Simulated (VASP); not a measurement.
# Al (Cm) in VASP: a series of runs, part 2 of 2

VASP 6.6.1. The steps go on from the part before.

### Step 3. Single point, PBEsol

Contents of INCAR:

```
SYSTEM = Al
ALGO = Fast
EDIFF = 1E-6
ENCUT = 520
GGA = PS
ISIF = 2
ISMEAR = 1
LASPH = .TRUE.
LCHARG = .FALSE.
LREAL = .FALSE.
LWAVE = .FALSE.
NBANDS = 22
NELM = 60
PREC = Accurate
SIGMA = 0.15
```

Contents of KPOINTS:

```
Automatic mesh
0
Gamma
  10 10 10
  0.5 0.5 0.5
```

Contents of POSCAR:

```
Al
1.0
    3.2126361663      3.2126361663      3.2126361663
   -3.2126361663     -3.2126361663      3.2126361663
    3.2126361663     -3.2126361663     -3.2126361663
Al
8
Direct
   -0.0728373796      0.5364186898      0.4635813102
    0.0000000000      0.0000000000      0.5000000000
    0.0000000000      0.5000000000      0.0000000000
    0.0000000000      0.0000000000      0.0000000000
    0.5000000000      0.5000000000      0.5000000000
    0.5000000000      0.0000000000      0.5000000000
    0.5000000000      0.5000000000      0.0000000000
    0.5000000000      0.0000000000      0.0000000000
```

Potentials or basis: VASP PAW PBE potentials, release 64 (Al).

Launch:

```
$ cat potpaw_PBE.64/Al/POTCAR > POTCAR
$ mpirun -np 1 vasp_std > vasp.out
```

OUTCAR:

```text
SYSTEM = Al
   EDIFF = 1E-6
   ENCUT = 520
   GGA = PS
   ISIF = 2
   ISMEAR = 1
   LASPH = .TRUE.
   LREAL = .FALSE.
   NELM = 60
   PREC = Accurate

 ion  position               nearest neighbor table
   1  0.927  0.536  0.464-   2 2.40   5 2.40   8 2.69   3 2.69   7 2.75   3 2.96   8 2.96   4 3.02
                             2 3.20   5 3.20   6 3.25   6 3.25
   2  0.000  0.000  0.500-   1 2.40   4 2.78   6 2.78   7 2.78   4 2.78   6 2.78   7 2.78   1 3.20
                             3 3.21   3 3.21   5 3.21   8 3.21   5 3.21   8 3.21
   3  0.000  0.500  0.000-   1 2.69   4 2.78   6 2.78   7 2.78   4 2.78   7 2.78   6 2.78   1 2.96
                             5 3.21   2 3.21   8 3.21   5 3.21   8 3.21   2 3.21
   4  0.000  0.000  0.000-   2 2.78   3 2.78   5 2.78   8 2.78   2 2.78   3 2.78   8 2.78   5 2.78
[... 824 lines left out ...]
  external PRESSURE =      24.1609710 kB  Pullay stress =       0.0000000 kB

 VOLUME and BASIS-vectors are now :
 -----------------------------------------------------------------------------
  energy-cutoff  :      520.00
  volume of cell :      132.63
      direct lattice vectors                 reciprocal lattice vectors
     3.212636166  3.212636166  3.212636166     0.155635427  0.000000000  0.155635427
    -3.212636166 -3.212636166  3.212636166     0.000000000 -0.155635427  0.155635427
     3.212636166 -3.212636166 -3.212636166     0.155635427 -0.155635427  0.000000000

 POSITION                                       TOTAL-FORCE (eV/Angst)
 -----------------------------------------------------------------------------------
      2.74464     -0.23400      3.21264         2.379308      1.607062      0.000000
      1.60632     -1.60632     -1.60632        -0.914950     -1.124027      1.344941
     -1.60632     -1.60632      1.60632        -0.085978      0.351069      0.259048
      0.00000      0.00000      0.00000        -0.047707     -0.024794      0.000000
      1.60632     -1.60632      1.60632        -0.914950     -1.124027     -1.344941
      3.21264      0.00000      0.00000        -0.052446     -0.029360      0.000000
      0.00000      0.00000      3.21264        -0.277299     -0.006992      0.000000
      1.60632      1.60632      1.60632        -0.085978      0.351069     -0.259048
 -----------------------------------------------------------------------------------
    total drift:                                0.000014      0.000005     -0.000000

  FREE ENERGIE OF THE ION-ELECTRON SYSTEM (eV)
  ---------------------------------------------------
  free  energy   TOTEN  =       -31.2885955907 eV

  energy  without entropy=      -31.2889167133  energy(sigma->0) =      -31.28870263
```

OSZICAR:

```text
N       E                     dE             d eps       ncg     rms          rms(c)
DAV:   1     0.208448225894E+02    0.20845E+02   -0.83931E+03 12320   0.858E+02
DAV:   2    -0.296663617087E+02   -0.50511E+02   -0.48078E+02 15076   0.116E+02
DAV:   3    -0.316713832178E+02   -0.20050E+01   -0.19717E+01 16070   0.191E+01
DAV:   4    -0.316912018062E+02   -0.19819E-01   -0.19800E-01 14512   0.225E+00
DAV:   5    -0.316914249536E+02   -0.22315E-03   -0.22314E-03 15380   0.262E-01    0.412E+00
RMM:   6    -0.313919918447E+02    0.29943E+00   -0.22178E-01 12368   0.134E+00    0.226E+00
RMM:   7    -0.313012976858E+02    0.90694E-01   -0.90728E-02 12983   0.996E-01    0.600E-01
RMM:   8    -0.312887918663E+02    0.12506E-01   -0.10486E-02 13675   0.485E-01    0.173E-01
RMM:   9    -0.312885905213E+02    0.20134E-03   -0.15813E-03 14467   0.210E-01    0.125E-01
RMM:  10    -0.312886146868E+02   -0.24166E-04   -0.41197E-04 13841   0.109E-01    0.229E-02
RMM:  11    -0.312885944463E+02    0.20241E-04   -0.12486E-04 14452   0.540E-02    0.283E-02
RMM:  12    -0.312885963735E+02   -0.19272E-05   -0.26618E-05 14715   0.305E-02    0.258E-02
RMM:  13    -0.312885955907E+02    0.78273E-06   -0.50100E-06 13504   0.134E-02
   1 F= -.31288596E+02 E0= -.31288703E+02  d E =0.321123E-03
```

It took 5.3 min on 1 thread of Intel Xeon 6975P-C (Granite Rapids), shared host; peak memory 0.64 GiB.

Results:

```
Free energy            : -31.2886 eV
Pressure               : 2.4 GPa
Largest force          : 2.871 eV/Å
Band gap on the k mesh : zero (bands 12 and 13 overlap by 4.16 eV)
```

Forces on the atoms (eV/Å):
```
Al   2.379  1.607  0.000
Al  -0.915 -1.124  1.345
Al  -0.086  0.351  0.259
Al  -0.048 -0.025  0.000
Al  -0.915 -1.124 -1.345
Al  -0.052 -0.029  0.000
Al  -0.277 -0.007  0.000
Al  -0.086  0.351 -0.259
```

Caveat: the PAW data sets were made with another functional, which shifts forces and pressure a little.

### Step 4. Single point, PBEsol (atom 1 (Al) moved by -0.702 Å along [1 0 0] and -0.234 Å along [0 1 0])

Contents of INCAR:

```
PREC = Accurate
ENCUT = 520
EDIFF = 1E-7
ISMEAR = 0
SIGMA = 0.15
LREAL = False
LASPH = True
NELM = 80
ALGO = Fast
ISIF = 2
LWAVE = False
LCHARG = False
GGA = PS
NBANDS = 22
```

Contents of KPOINTS:

```
Automatic mesh
0
Gamma
  10 10 10
```

Changes to POSCAR since step 3:

```diff
@@ -8,3 +8,3 @@
 Direct
-   -0.0728373796      0.5364186898      0.4635813102
+   -0.1092560694      0.5364186898      0.4271626204
     0.0000000000      0.0000000000      0.5000000000
```

Launch:

```
$ cat potpaw_PBE.64/Al/POTCAR > POTCAR
$ mpirun -np 1 vasp_std > vasp.out
```

It took 18 min on 1 thread of Intel Xeon Platinum 8559C (Emerald Rapids), shared host; peak memory 0.64 GiB.

Results (log left out):

```yaml
Free_energy: -30.6013 eV
Pressure: 5.1 GPa
Largest_force: 4.343 eV/Å
Band_gap_on_the_k_mesh: zero (bands 12 and 13 overlap by 3.94 eV)
```

Forces on the atoms (eV/Å):
```
Al   3.722  2.237  0.000
Al  -1.144 -1.713  2.017
Al  -0.193  0.569  0.470
Al  -0.065  0.022  0.000
Al  -1.144 -1.713 -2.017
Al  -0.059 -0.007  0.000
Al  -0.924  0.035  0.000
Al  -0.193  0.569 -0.470
```

Stress tensor (GPa, compression positive):
```
3.49 2.50 0.00
2.50 5.11 0.00
0.00 0.00 6.57
```

Levels at points of the mesh, in eV from the Fermi level:
```csv
k point,band 9,band 10,band 11,band 12,band 13,band 14,band 15,band 16
"(0.00, 0.00, 0.00)",-3.80,-3.80,-3.52,-3.49,-2.78,1.79,1.84,2.09
"(0.50, 0.00, 0.00)",-2.21,-1.80,0.18,0.40,0.76,0.88,1.10,1.35
"(0.00, 0.50, 0.00)",-2.27,-1.99,0.00,0.53,0.83,0.94,1.16,1.32
"(0.00, 0.00, 0.50)",-2.23,-1.90,0.12,0.30,0.84,0.89,0.99,1.37
"(0.50, 0.50, 0.00)",-2.16,-1.72,0.36,0.46,0.73,0.79,1.22,1.36
"(0.50, 0.50, 0.50)",-1.09,-0.90,-0.61,-0.56,0.17,0.46,4.01,4.13
```

Caveat: the cell differs from its parent crystal (atom 1 (Al) moved by -0.702 Å along [1 0 0] and -0.234 Å along [0 1 0]); the cell stands under pressure; the PAW data sets were made with another functional, which shifts forces and pressure a little.

### Step 5. Single point, PBEsol (atom 1 (Al) moved by -1.170 Å along [1 0 0] and -0.702 Å along [0 1 0])

Contents of INCAR:

```
ALGO     = Fast           # electronic algorithm
EDIFF    = 1E-6           # SCF threshold, eV
ENCUT    = 520            # plane-wave cutoff, eV
GGA      = PS             # functional
ISIF     = 2              # what is computed and relaxed
ISMEAR   = 0              # smearing method
LASPH    = T              # aspherical terms in the spheres
LCHARG   = F              # write CHGCAR
LREAL    = F              # projectors in reciprocal space
LWAVE    = F              # write WAVECAR
NBANDS   = 22             # bands
NELM     = 80             # most SCF steps
PREC     = Accurate       # precision mode
SIGMA    = 0.15           # smearing width, eV
```

Contents of KPOINTS:

```
k-points
0
Gamma
  10 10 10
```

Changes to POSCAR since step 4:

```diff
@@ -8,3 +8,3 @@
 Direct
-   -0.1092560694      0.5364186898      0.4271626204
+   -0.1820934490      0.6092560694      0.4271626204
     0.0000000000      0.0000000000      0.5000000000
```

Potentials or basis: VASP PAW PBE potentials, release 64 (Al).

Launch:

```
$ cat potpaw_PBE.64/Al/POTCAR > POTCAR
$ mpirun -np 1 vasp_std > vasp.out
```

OUTCAR:

```text
EDIFF = 1E-6
   ENCUT = 520
   GGA = PS
   ISIF = 2
   ISMEAR = 0
   LASPH = T
   LREAL = F
   NELM = 80
   PREC = Accurate

 ion  position               nearest neighbor table
   1  0.818  0.609  0.427-   5 1.89   2 1.89   7 2.16   4 2.77   3 2.85   8 2.85   6 3.24   3 3.33
                             8 3.33
   2  0.000  0.000  0.500-   1 1.89   4 2.78   6 2.78   7 2.78   4 2.78   6 2.78   7 2.78   3 3.21
                             3 3.21   5 3.21   8 3.21   5 3.21   8 3.21
   3  0.000  0.500  0.000-   4 2.78   6 2.78   7 2.78   4 2.78   7 2.78   6 2.78   1 2.85   2 3.21
                             2 3.21   5 3.21   5 3.21   8 3.21   8 3.21   1 3.33
   4  0.000  0.000  0.000-   1 2.77   3 2.78   5 2.78   8 2.78   2 2.78   2 2.78   3 2.78   8 2.78
                             5 2.78   6 3.21   6 3.21   7 3.21   7 3.21
   5  0.500  0.500  0.500-   1 1.89   4 2.78   6 2.78   7 2.78   7 2.78   6 2.78   4 2.78   3 3.21
                             2 3.21   8 3.21   3 3.21   2 3.21   8 3.21
   6  0.500  0.000  0.500-   2 2.78   3 2.78   5 2.78   8 2.78   8 2.78   5 2.78   2 2.78   3 2.78
                             7 3.21   7 3.21   4 3.21   4 3.21   1 3.24
   7  0.500  0.500  0.000-   1 2.16   2 2.78   3 2.78   5 2.78   8 2.78   5 2.78   8 2.78   3 2.78
                             2 2.78   6 3.21   6 3.21   4 3.21   4 3.21
   8  0.500  0.000  0.000-   4 2.78   6 2.78   7 2.78   6 2.78   7 2.78   4 2.78   1 2.85   5 3.21
                             3 3.21   5 3.21   2 3.21   2 3.21   3 3.21   1 3.33

  LATTYP: Found a body centered cubic cell.
 ALAT       =     6.4252723326

  Lattice vectors:

 A1 = (   3.2126361663,   3.2126361663,   3.2126361663)
 A2 = (  -3.2126361663,  -3.2126361663,   3.2126361663)
 A3 = (   3.2126361663,  -3.2126361663,  -3.2126361663)

Analysis of symmetry for initial positions (statically):
=====================================================================
 Subroutine PRICEL returns:
 Original cell was already a primitive cell.

 Routine SETGRP: Setting up the symmetry group for a
 body centered cubic supercell.

 Subroutine GETGRP returns: Found  2 space group operations
 (whereof  2 operations were pure point group operations)
 out of a pool of 48 trial point group operations.

The static configuration has the point symmetry C_1h.

Analysis of symmetry for dynamics (positions and initial velocities):
=====================================================================
 Subroutine PRICEL returns:
 Original cell was already a primitive cell.

 Routine SETGRP: Setting up the symmetry group for a
 body centered cubic supercell.

 Subroutine GETGRP returns: Found  2 space group operations
 (whereof  2 operations were pure point group operations)
 out of a pool of 48 trial point group operations.

The dynamic configuration has the point symmetry C_1h.

 Subroutine INISYM returns: Found  2 space group operations
 (whereof  2 operations are pure point group operations),
 and found     1 'primitive' translations

----------------------------------------------------------------------------------------

                                     Primitive cell

  volume of cell :     132.6309

  direct lattice vectors                    reciprocal lattice vectors
     3.212636166  3.212636166  3.212636166     0.155635427  0.000000000  0.155635427
    -3.212636166 -3.212636166  3.212636166     0.000000000 -0.155635427  0.155635427
     3.212636166 -3.212636166 -3.212636166     0.155635427 -0.155635427  0.000000000
[... 79 lines left out ...]
   number of dos      NEDOS =    301   number of ions     NIONS =      8
   total plane-waves  NPLWV =  74088
   dimension x,y,z NGX =    42 NGY =   42 NGZ =   42
   dimension x,y,z NGXF=    84 NGYF=   84 NGZF=   84
   ions per type =               8
   NGX,Y,Z   is equivalent  to a cutoff of  12.55, 12.55, 12.55 a.u.
   NGXF,Y,Z  is equivalent  to a cutoff of  25.10, 25.10, 25.10 a.u.
 SYSTEM =  unknown system
   PREC   = accura    normal or accurate (medium, high low for compatibility)
   ISTART =      0    job   : 0-new  1-cont  2-samecut
   ICHARG =      2    charge: 1-file 2-atom 10-const
   ISPIN  =      1    spin polarized calculation?
   LNONCOLLINEAR =      F non collinear calculations
   LSORBIT =      F    spin-orbit coupling
   LASPH  =      T    aspherical Exc in radial PAW
   ENCUT  =  520.0 eV  38.22 Ry    6.18 a.u.  10.35 10.35 10.35*2*pi/ulx,y,z
   NELM   =     80;   NELMIN=  2; NELMDL= -5     # of ELM steps
   EDIFF  = 0.1E-05   stopping-criterion for ELM
   LREAL  =      F    real-space projection
   EDIFFG = 0.1E-04   stopping-criterion for IOM
   NSW    =      0    number of steps for IOM
   IBRION =     -1    ionic relax: 0-MD 1-quasi-New 2-CG
   NFREE  =      0    steps in history (QN), initial steepest desc. (CG)
   ISIF   =      2    stress and relaxation
   ISYM   =      2    0-nonsym 1-usesym 2-fastsym
   POTIM  = 0.5000    time-step for ionic-motion
   TEBEG  =    0.0;   TEEND  =   0.0 temperature during run
   PSTRESS=    0.0 pullay stress
   NELECT =      24.0000    total number of electrons
   NUPDOWN=      -1.0000    fix difference up-down
   EMIN   =  10.00;   EMAX   =-10.00  energy-range for DOS
   EFERMI =   0.00;   METHOD = LEGACY
   ISMEAR =     0;   SIGMA  =   0.15  broadening in eV -4-tet -1-fermi 0-gaus
   EFERMI_NEDOS =   21; number of points for ismear=-14 and -15
   IALGO  =     68    algorithm
   IMIX   =      4    mixing-type and parameters
     AMIX     =   0.40;   BMIX     =  1.00
     AMIX_MAG =   1.60;   BMIX_MAG =  1.00
  volume/ion in A,a.u.               =      16.58       111.88
  Fermi-wavevector in a.u.,A,eV,Ry     =   0.925970  1.749830 11.665920  0.857421
  Thomas-Fermi vector in A             =   2.051882
   LORBIT       =      0    0 simple, 1 ext, 2 COOP (PROOUT), +10 PAW based schemes
   GGA     = PS    functional components
   LHFCALC =     F    Hartree Fock is set to
   AEXX    =    0.0000 exact exchange contribution
   IVDW    =     0    specifies the selected vdW correction
   LEPSILON=     F    determine dielectric tensor
   LRPA    =     F    only Hartree local field effects (RPA)
 non-spin polarized calculation
 RMM-DIIS sequential band-by-band and
 Gauss-broadening in eV      SIGMA  =   0.15
  energy-cutoff  :      520.00
  volume of cell :      132.63
 maximum number of plane-waves:      3593
 NGX is ok and might be reduce to    42
   NGX = 21   NGY = 21   NGZ = 21

 number of electron      23.9999999 magnetization

 Free energy of the ion-electron system (eV)
  ---------------------------------------------------
  ext. energy  EPLUGINS =         0.00000000
  ---------------------------------------------------
  free energy    TOTEN  =       -24.81249744 eV

  energy without entropy =      -24.77956916  energy(sigma->0) =      -24.79603330

 E-fermi :   7.7307     XC(G=0): -10.1502

 val. band max:        7.7301877534   @ k =   0.3000   0.1000  -0.2000
 cond. band min:       7.7383288984   @ k =   0.5000   0.1000  -0.4000
 fundamental gap:      0.0081411450
 Fermi energy:         7.7306995832

 k-point     1 :       0.0000    0.0000    0.0000
  band No.  band energies     occupation
      1      -3.5497      2.00000
      2       1.8482      2.00000
      3       2.5948      2.00000
      4       2.6357      2.00000
      5       3.2545      2.00000
      6       3.3373      2.00000
[... 589 lines left out ...]
     21      13.7357      0.00000
     22      13.8942      0.00000

 [... further k-points ...]

------------------------ aborting loop because EDIFF is reached ----------------------------------------

  FORCE on cell =-STRESS in cart. coord.  units (eV):
  Direction    XX          YY          ZZ          XY          YZ          ZX
  --------------------------------------------------------------------------------------
  -------------------------------------------------------------------------------------
  Total        9.0891065      9.3156446     29.4224045      2.3750081      0.0000000      0.0000000
  in kB      109.7961597    112.5327342    355.4218476     28.6900338      0.0000000      0.0000000
  external PRESSURE =     192.5835805 kB  Pullay stress =       0.0000000 kB

 VOLUME and BASIS-vectors are now :
 -----------------------------------------------------------------------------
  energy-cutoff  :      520.00
  volume of cell :      132.63
      direct lattice vectors                 reciprocal lattice vectors
     3.212636166  3.212636166  3.212636166     0.155635427  0.000000000  0.155635427
    -3.212636166 -3.212636166  3.212636166     0.000000000 -0.155635427  0.155635427
     3.212636166 -3.212636166 -3.212636166     0.155635427 -0.155635427  0.000000000

 POSITION                                       TOTAL-FORCE (eV/Angst)
 -----------------------------------------------------------------------------------
      2.04264     -0.70200      3.21264         9.632455      9.351695     -0.000000
      1.60632     -1.60632     -1.60632        -2.772432     -5.482462      9.697767
     -1.60632     -1.60632      1.60632         0.012249      0.168057      0.057363
      0.00000      0.00000      0.00000        -0.125838      0.008954     -0.000000
      1.60632     -1.60632      1.60632        -2.772432     -5.482462     -9.697767
      3.21264      0.00000      0.00000         0.002103      0.060390     -0.000000
      0.00000      0.00000      3.21264        -3.988354      1.207772     -0.000000
      1.60632      1.60632      1.60632         0.012249      0.168057     -0.057363
 -----------------------------------------------------------------------------------
    total drift:                               -0.000029     -0.000015     -0.000000

  FREE ENERGIE OF THE ION-ELECTRON SYSTEM (eV)
  ---------------------------------------------------
  free  energy   TOTEN  =       -24.8124974358 eV

  energy  without entropy=      -24.7795691643  energy(sigma->0) =      -24.79603330
```

It took 12 min on 1 thread of Intel Xeon Platinum 8559C (Emerald Rapids), shared host; peak memory 0.65 GiB.

Results:

```yaml
Free_energy: -24.8125 eV
Pressure: 19.3 GPa
Largest_force: 13.425 eV/Å
Band_gap_on_the_k_mesh: zero (bands 12 and 13 overlap by 2.97 eV)
```

Forces on the atoms (eV/Å):
```
Al   9.632  9.352  0.000
Al  -2.772 -5.482  9.698
Al   0.012  0.168  0.057
Al  -0.126  0.009  0.000
Al  -2.772 -5.482 -9.698
Al   0.002  0.060  0.000
Al  -3.988  1.208  0.000
Al   0.012  0.168 -0.057
```

Levels at points of the mesh, in eV from the Fermi level:
```tsv
k point	band 10	band 11	band 12	band 13	band 14	band 15
(0.00, 0.00, 0.00)	-3.57	-3.28	-3.22	-1.83	1.69	2.02
(0.50, 0.00, 0.00)	-1.54	-0.11	0.11	0.59	0.87	1.20
(0.00, 0.50, 0.00)	-1.76	-0.28	0.39	0.59	0.90	1.10
(0.00, 0.00, 0.50)	-1.81	-0.33	-0.08	0.40	0.87	1.31
(0.50, 0.50, 0.00)	-1.48	0.28	0.67	0.69	0.76	1.08
(0.50, 0.50, 0.50)	-0.94	-0.65	-0.25	-0.24	0.82	3.54
```

Caveat: the cell differs from its parent crystal (atom 1 (Al) moved by -1.170 Å along [1 0 0] and -0.702 Å along [0 1 0]); the cell stands under pressure; the PAW data sets were made with another functional, which shifts forces and pressure a little.

### Step 6. Summary

| cell | k mesh | smearing | further INCAR settings | gap on the mesh (eV) | pressure (GPa) | largest force (eV/Å) |
| --- | --- | --- | --- | --- | --- | --- |
| as given, atomic positions A | 10 × 10 × 10 | gaussian 0.15 eV | ALGO = Fast; EDIFF = 1e-06; NBANDS = 22 | none | 10.9 | 8.71 |
| as given, atomic positions B | 10 × 10 × 10, shifted | methfessel-paxton 0.15 eV | ALGO = Fast; EDIFF = 1e-06; NBANDS = 22 | none | 2.4 | 2.87 |
| as given, atomic positions C | 10 × 10 × 10 | gaussian 0.15 eV | ALGO = Fast; EDIFF = 1e-07; NBANDS = 22 | none | 5.1 | 4.34 |
| as given, atomic positions D | 10 × 10 × 10 | gaussian 0.15 eV | ALGO = Fast; EDIFF = 1e-06; NBANDS = 22 | none | 19.3 | 13.43 |

Alike in all rows: task single point; level PBEsol; potentials or basis VASP PAW PBE potentials, release 64 (Al); no spin polarisation; cutoff (eV) 520.

Caveats: the PAW data sets were made with another functional, which shifts forces and pressure a little; the cell stands under pressure (at least some runs).

Absolute energies hang on the potentials; compare differences alone.
